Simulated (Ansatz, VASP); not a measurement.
# One calculation of C, two programs

```xyz
2
Lattice="-0.0119 1.8253 1.8252 1.8133 0.0000 1.8133 1.8370 1.8371 -0.0238" Properties=species:S:1:pos:R:3 pbc="T T T"
C     1.6665    1.9712    1.9600
C     2.8815    2.6067    2.5584
```

Alike in both runs: task single point; functional PBE; k mesh 12 × 12 × 12; occupations gaussian, width 0.02 eV; no spin polarisation.

|  | VASP | Ansatz |
| --- | --- | --- |
| version | VASP 6.6.1 | Ansatz 0.2.0 |
| potentials or method | VASP PAW PBE potentials, release 64 (C), cutoff 520 eV | scalar-relativistic, plane waves, PAW |
| valence electrons in the cell | 8 | 8 |

|  | VASP | Ansatz | Ansatz less VASP |
| --- | --- | --- | --- |
| gap on the k mesh at the Fermi level (eV) | none | none | - |
| pressure (GPa) | -1.8 | -2.3 | -0.54 |
| traceless stress, the component that is largest in VASP (GPa) | 59.77 | 60.09 | +0.323 |
| rms of the force components (eV/Å) | 1.535 | 1.536 | +0.0007 |

Atom by atom the forces differ by 0.002 eV/Å (rms over components). A gap of «none» marks a metal or a gap that the smearing closes.
